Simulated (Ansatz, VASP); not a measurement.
SnH2Br2: VASP beside Ansatz

File INCAR:

```
ALGO = Normal
EDIFF = 1E-6
EDIFFG = -0.04
ENCUT = 600
GGA = PE
IBRION = 2
ISIF = 3
ISMEAR = 0
LASPH = True
LCHARG = False
LREAL = False
LWAVE = False
NELM = 100
NSW = 90
PREC = Accurate
SIGMA = 0.1
```

File KPOINTS:

```
k-points
0
Gamma
  6 6 4
```

The input POSCAR:

```
SnH2Br2
1.0
    5.1478447900      0.0000000000      0.0000000000
   -2.5739224000      4.4581643600      0.0000000000
    0.0000000000      0.0000000000      5.0094827100
Sn H Br
1 2 2
Direct
    0.0000000000      0.0000000000      0.0000000000
    0.0000000000      0.0000000000      0.3794000100
    0.0000000000      0.0000000000      0.6205999900
    0.3333333300      0.6666666700      0.2757999900
    0.6666666700      0.3333333300      0.7242000100
```

Input for Ansatz:

```yaml
crystal:
  lattice:
    - [5.14784479, 0.0, 0.0]
    - [-2.5739224, 4.45816436, 0.0]
    - [0.0, 0.0, 5.00948271]
  atoms:
    - { symbol: Sn, position: [0.0, 0.0, 0.0] }
    - { symbol: H, position: [0.0, 0.0, 0.37940001] }
    - { symbol: H, position: [0.0, 0.0, 0.62059999] }
    - { symbol: Br, position: [0.33333333, 0.66666667, 0.27579999] }
    - { symbol: Br, position: [0.66666667, 0.33333333, 0.72420001] }
basis:
  ecutwfc: 420
kpoints:
  mp_grid: { grid: [6, 6, 4] }
hamiltonian:
  xc: pbe
scf:
  occupations: { method: gaussian, width: 0.1 }
  lower_state_search: "off"
output:
  forces: true
  stress: true
  eigenvalues: true
relax:
  adjacent_minimum: "off"
  f_tol: 0.04
  max_steps: 70
  cell: { stress_tol: 0.4 }
```

Change from the starting cell: species swapped into the Rb2PtC2 type (P-3m1, No. 164).

Alike in both runs: task relaxation of cell and atoms; functional PBE; k mesh 6 × 6 × 4; occupations gaussian, width 0.1 eV; no spin polarisation.

|  | VASP | Ansatz |
| --- | --- | --- |
| version | VASP 6.6.1 | Ansatz 0.2.0 |
| potentials or method | VASP PAW PBE potentials, release 64 (Sn_d, H, Br), cutoff 600 eV | scalar-relativistic, plane waves, PAW |
| valence electrons in the cell | 30 | 30 |

Ansatz gave:

| Quantity | Value |
| --- | --- |
| gap on the k mesh at the Fermi level, each at its own relaxed structure (eV) | 2.09 |
| relaxed volume (Å³/atom) | 30.77 |
| relaxed length of the cell vector where the two differ most in proportion (Å) | 9.167 |

Q: Estimate VASP's values.

A: gap on the k mesh at the Fermi level, each at its own relaxed structure (eV): 1.86; relaxed volume (Å³/atom): 27.33; relaxed length of the cell vector where the two differ most in proportion (Å): 7.987.

One of these differences is far larger than is usual between the two programs; its cause wasn't traced.

Noted on VASP's run: the volume moved by over 15 % at a fixed basis, so the end points are rough.
